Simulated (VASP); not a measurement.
Runs of VASP 6.6.1 on Pd. The structure is that of space group Pm-3m (No. 221), or close to it. The cells are those of the table. 

```csv
task,cell,cutoff (eV),gap on the mesh (eV),pressure (GPa)
relaxation of cell and atoms,"relaxed to 40 GPa from a = 2.530 Å, 1 atom",600,none,40.0
single point,"a = 2.447 Å, 1 atom",520,none,39.2
single point,"a = 2.613 Å, 1 atom",520,none,-0.2
relaxation of cell and atoms,"relaxed from a = 2.530 Å, 1 atom",600,none,0.0
relaxation of cell and atoms,"relaxed to 20 GPa from a = 2.530 Å, 1 atom",600,none,19.9
single point,"a = 2.510 Å, 1 atom",520,none,(a)
single point,"a = 2.402 Å, 1 atom",520,none,59.0
relaxation of cell and atoms,"relaxed to 60 GPa from a = 2.530 Å, 1 atom",600,none,60.0
```

Alike in all rows: level PBE; potentials or basis VASP PAW PBE potentials, release 64 (Pd); no spin polarisation; k mesh 10 × 10 × 10; smearing gaussian 0.1 eV.

Task: Estimate the missing entries.

Result: (a) 19.4.

Caveats: the cell is relaxed towards a set pressure, so the enthalpy falls and the energy may rise (some runs).

A k mesh can miss the band edges, and the runs leave out spin-orbit coupling on Pd.

A gap of «none» marks levels without a gap at the run's occupations.
